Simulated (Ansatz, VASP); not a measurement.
## Cd: VASP beside Ansatz

INCAR

```
SYSTEM = Cd
PREC = Accurate
ENCUT = 520
EDIFF = 1E-7
ISMEAR = -1
SIGMA = 0.1
LREAL = .FALSE.
LASPH = .TRUE.
NELM = 60
ALGO = Normal
ISIF = 2
LWAVE = .FALSE.
LCHARG = .TRUE.
GGA = PE
LELF = .TRUE.
LVHAR = .TRUE.
NBANDS = 12
```

KPOINTS

```
regular mesh
0
G
  14 14 13
  0 0 0
```

File POSCAR:

```
Cd
1.0
    2.6039156063      0.0000000000      0.0000000000
   -1.3019578032      2.2550570644      0.0000000000
    0.0000000000      0.0000000000      2.5801128107
Cd
1
Direct
    0.0000000000      0.0000000000      0.0000000000
```

Input for Ansatz:

```yaml
crystal:
  lattice:
    - [2.6039156063, 0.0, 0.0]
    - [-1.3019578032, 2.2550570644, 0.0]
    - [0.0, 0.0, 2.5801128107]
  atoms:
    - { symbol: Cd, position: [0.0, 0.0, 0.0] }
kpoints:
  mp_grid: { grid: [14, 14, 13] }
scf:
  occupations: { method: fermi_dirac, width: 0.1 }
hamiltonian:
  xc: pbe
  pseudopotentials: { kind: paw }
output:
  forces: true
  stress: true
  eigenvalues: true
  populations: true
  write_density: true
  write_potential: true
  elf: true
  volumetric_format: npy
```

Change from the starting cell: volume scaled by 0.6, PAW files.

Alike in both runs: task single point; functional PBE; k mesh 14 × 14 × 13; occupations fermi-dirac, width 0.1 eV; no spin polarisation.

|  | VASP | Ansatz |
| --- | --- | --- |
| version | VASP 6.6.1 | Ansatz 0.2.0 |
| potentials or method | VASP PAW PBE potentials, release 64 (Cd) | PAW with Ansatz's default frozen-core files, scalar-relativistic |
| plane-wave cutoff (eV) | 520 | 420 |
| valence electrons in the cell | 12 | 20 |

VASP gave:

| Item | Value |
| --- | --- |
| pressure (GPa) | 75.8 |
| traceless stress, the component that is largest in VASP (GPa) | -0.35 |

Task: What did Ansatz give for the same quantities?

Result: Pressure (GPa): 73.2; traceless stress, the component that is largest in VASP (GPa): 0.00.

Both programs put the cell under a high pressure, so it lies far from rest at this level. VASP's potentials hold 12 valence electrons a cell and Ansatz's 20, so a difference there can come from the potentials and not from the codes.

Noted on VASP's run: the cell as given lies far from equilibrium.
